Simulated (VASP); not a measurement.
Input of a VASP 6.6.1 run:

Contents of INCAR:

```
ALGO     = Normal         # electronic algorithm
EDIFF    = 1E-6           # SCF threshold, eV
ENCUT    = 520            # plane-wave cutoff, eV
GGA      = PE             # functional
ISIF     = 2              # what is computed and relaxed
ISMEAR   = -1             # smearing method
LASPH    = T              # aspherical terms in the spheres
LCHARG   = F              # write CHGCAR
LREAL    = F              # projectors in reciprocal space
LWAVE    = F              # write WAVECAR
NBANDS   = 14             # bands
NELM     = 60             # most SCF steps
PREC     = Accurate       # precision mode
SIGMA    = 0.1            # smearing width, eV
```

The input KPOINTS:

```
k-points
0
Gamma
  16 16 16
```

Contents of POSCAR:

```
Bi
1.0
   -1.9005707680      1.9005707680      1.9005707680
    1.9005707680     -1.9005707680      1.9005707680
    1.9005707680      1.9005707680     -1.9005707680
Bi
1
Direct
    0.0000000000      0.0000000000      0.0000000000
```

Potentials or basis: VASP PAW PBE potentials, release 64 (Bi_d).

Command:

```bash
$ cat potpaw_PBE.64/Bi_d/POTCAR > POTCAR
$ mpirun -np 1 vasp_std > vasp.out
```

Predict the pressure.

10.0 GPa.
